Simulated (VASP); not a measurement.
A run of VASP 6.6.1:

The input INCAR:

```
  PREC = Accurate
  ENCUT = 520
  EDIFF = 1E-6
  ISMEAR = 0
  SIGMA = 0.01
  LREAL = F
  LASPH = T
  NELM = 60
  ALGO = Normal
  ISIF = 2
  LWAVE = F
  LCHARG = F
  GGA = RE
  NBANDS = 11
```

Contents of KPOINTS:

```
Automatic mesh
0
Gamma
  8 8 8
```

File POSCAR:

```
AlN
1.0
    0.0000000000      2.1839940000      2.1839940000
    2.1839940000      0.0000000000      2.1839940000
    2.1839940000      2.1839940000      0.0000000000
Al N
1 1
Direct
    0.0000000000      0.0000000000      0.0000000000
    0.7500000000      0.7500000000      0.7500000000
```

Potentials or basis: VASP PAW PBE potentials, release 64 (Al, N).

Run with:

```sh
$ cat potpaw_PBE.64/Al/POTCAR potpaw_PBE.64/N/POTCAR > POTCAR
$ mpirun -np 1 vasp_std > vasp.out
```

Hardware: 1 thread of Intel Xeon 8259CL, on a shared host.

Question: Estimate the wall time of this run.

Answer: Wall time 11 s on 1 thread of Intel Xeon 8259CL, with other jobs on the host, peak memory 0.1 GiB. Counts: scf iterations 12, k points 29.
